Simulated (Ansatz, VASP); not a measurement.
## Ba2SnC6 in VASP and in Ansatz

File INCAR:

```
ALGO = Normal
EDIFF = 1E-6
EDIFFG = -0.04
ENCUT = 600
GGA = PE
IBRION = 2
ISIF = 3
ISMEAR = 0
LASPH = True
LCHARG = False
LREAL = False
LWAVE = False
NELM = 60
NSW = 90
PREC = Accurate
SIGMA = 0.1
```

File KPOINTS:

```
k-points
0
Gamma
  4 4 2
```

POSCAR

```
Ba2SnC6
1.0
    4.9019897600      0.0000000000      0.0000000000
    0.0000000000      4.9019897600      0.0000000000
    0.0000000000      0.0000000000      7.5872831400
Ba Sn C
2 1 6
Direct
    0.0000000000      0.5000000000      0.5000000000
    0.5000000000      0.0000000000      0.5000000000
    0.5000000000      0.5000000000      0.0000000000
    0.0000000000      0.5000000000      0.7906766800
    0.5000000000      0.0000000000      0.7906766800
    0.0000000000      0.5000000000      0.2093233200
    0.5000000000      0.0000000000      0.2093233200
    0.5000000000      0.5000000000      0.8030317500
    0.5000000000      0.5000000000      0.1969682500
```

Input for Ansatz:

```yaml
crystal:
  lattice:
    - [4.90198976, 0.0, 0.0]
    - [0.0, 4.90198976, 0.0]
    - [0.0, 0.0, 7.58728314]
  atoms:
    - { symbol: Ba, position: [0.0, 0.5, 0.5] }
    - { symbol: Ba, position: [0.5, 0.0, 0.5] }
    - { symbol: Sn, position: [0.5, 0.5, 0.0] }
    - { symbol: C, position: [0.0, 0.5, 0.79067668] }
    - { symbol: C, position: [0.5, 0.0, 0.79067668] }
    - { symbol: C, position: [0.0, 0.5, 0.20932332] }
    - { symbol: C, position: [0.5, 0.0, 0.20932332] }
    - { symbol: C, position: [0.5, 0.5, 0.80303175] }
    - { symbol: C, position: [0.5, 0.5, 0.19696825] }
basis:
  ecutwfc: 420
kpoints:
  mp_grid: { grid: [4, 4, 2] }
hamiltonian:
  xc: pbe
scf:
  occupations: { method: gaussian, width: 0.1 }
  lower_state_search: "off"
output:
  forces: true
  stress: true
  eigenvalues: true
relax:
  adjacent_minimum: "off"
  f_tol: 0.04
  max_steps: 70
  cell: { stress_tol: 0.4 }
```

Alike in both runs: task relaxation of cell and atoms; functional PBE; k mesh 4 × 4 × 2; occupations gaussian, width 0.1 eV; no spin polarisation.

|  | VASP | Ansatz |
| --- | --- | --- |
| version | VASP 6.6.1 | Ansatz 0.2.0 |
| potentials or method | VASP PAW PBE potentials, release 64 (Ba_sv, Sn_d, C), cutoff 600 eV | scalar-relativistic, plane waves, PAW |
| valence electrons in the cell | 58 | 58 |

Ansatz gave:

| Quantity | Value |
| --- | --- |
| gap on the k mesh at the Fermi level, each at its own relaxed structure (eV) | none |
| relaxed volume (Å³/atom) | 16.80 |
| relaxed cell length with the largest relative difference (Å) | 4.257 |

**Question.** What did VASP give for the same quantities?

**Answer.** gap on the k mesh at the Fermi level, each at its own relaxed structure (eV): none; relaxed volume (Å³/atom): 17.26; relaxed cell length with the largest relative difference (Å): 4.307.

A gap of «none» marks a metal or a gap that the smearing closes.

The k mesh is coarse, so the values compare programs but aren't converged. Spin-orbit coupling is off throughout.
